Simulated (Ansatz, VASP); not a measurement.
## NbC in VASP and in Ansatz

```
Nb C
1.0
     0.00000    2.25405    2.25405
     2.25405    0.00000    2.25405
     2.25405    2.25405    0.00000
Nb C
1 1
Direct
  0.00000 0.00000 0.00000
  0.50000 0.50000 0.50000
```

Alike in both runs: task single point; functional PBE; k mesh 4 × 4 × 4; occupations gaussian, width 0.1 eV; no spin polarisation.

|  | VASP | Ansatz |
| --- | --- | --- |
| version | VASP 6.6.1 | Ansatz 0.2.0 |
| potentials or method | VASP PAW PBE potentials, release 64 (Nb_sv, C), cutoff 600 eV | scalar-relativistic, plane waves, PAW |
| valence electrons in the cell | 17 | 17 |

Ansatz gave:

* gap on the k mesh at the Fermi level (eV): none
* pressure (GPa): -3.0

Problem. What did VASP give for the same quantities?

Solution. gap on the k mesh at the Fermi level (eV): none; pressure (GPa): -3.6.

A gap of «none» marks a metal or a gap that the smearing closes. With one functional, cell and mesh, what is left measures potentials, basis and numerics.

The k mesh is coarse, so the values compare programs but aren't converged.
